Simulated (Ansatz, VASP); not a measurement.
**Two plane-wave programs on HCl4**

INCAR

```
PREC = Accurate
ENCUT = 600
EDIFF = 1E-7
ISMEAR = 0
SIGMA = 0.1
LREAL = F
LASPH = T
NELM = 100
ALGO = Normal
ISIF = 3
LWAVE = F
LCHARG = F
GGA = PE
IVDW = 12
IBRION = 2
NSW = 100
EDIFFG = -0.01
```

The input KPOINTS:

```
Automatic mesh
0
Gamma
  10 10 10
```

The input POSCAR:

```
HCl4
1.0
   -2.8775894070      2.8775894070      2.8775894070
    2.8775894070     -2.8775894070      2.8775894070
    2.8775894070      2.8775894070     -2.8775894070
H Cl
1 4
Direct
    0.0000000000      0.0000000000      0.0000000000
    0.0000000000      0.0000000000      0.5000000000
    0.5000000000      0.0000000000      0.0000000000
    0.0000000000      0.5000000000      0.0000000000
    0.5000000000      0.5000000000      0.5000000000
```

Input for Ansatz:

```yaml
crystal:
  lattice:
    - [-2.877589407, 2.877589407, 2.877589407]
    - [2.877589407, -2.877589407, 2.877589407]
    - [2.877589407, 2.877589407, -2.877589407]
  atoms:
    - { symbol: H, position: [0.0, 0.0, 0.0] }
    - { symbol: Cl, position: [0.0, 0.0, 0.5] }
    - { symbol: Cl, position: [0.5, 0.0, 0.0] }
    - { symbol: Cl, position: [0.0, 0.5, 0.0] }
    - { symbol: Cl, position: [0.5, 0.5, 0.5] }
basis:
  ecutwfc: 420
kpoints:
  mp_grid: { grid: [10, 10, 10] }
hamiltonian:
  xc: pbe
  dispersion: d3bj
scf:
  occupations: { method: gaussian, width: 0.1 }
output:
  forces: true
  stress: true
  eigenvalues: true
  write_density: true
  write_potential: true
  elf: true
  volumetric_format: npy
relax:
  adjacent_minimum: "off"
  f_tol: 0.01
  max_steps: 80
  cell: { stress_tol: 0.05 }
```

Change from the starting cell: species swapped into the Hg4Pt type (Im-3m, No. 229).

Alike in both runs: task relaxation of cell and atoms; functional PBE; dispersion D3(BJ); k mesh 10 × 10 × 10; occupations gaussian, width 0.1 eV; no spin polarisation.

|  | VASP | Ansatz |
| --- | --- | --- |
| version | VASP 6.6.1 | Ansatz 0.2.0 |
| potentials or method | VASP PAW PBE potentials, release 64 (H, Cl), cutoff 600 eV | scalar-relativistic, plane waves, PAW |
| valence electrons in the cell | 29 | 29 |

```csv
,VASP,Ansatz,Ansatz less VASP
"gap on the k mesh at the Fermi level, each at its own relaxed structure (eV)",none,none,-
relaxed volume (Å³/atom),18.72,18.75,+0.023
relaxed cell length with the largest relative difference (Å),4.954,4.956,+0.0020
```

A gap of «none» marks a metal or a gap that the smearing closes.
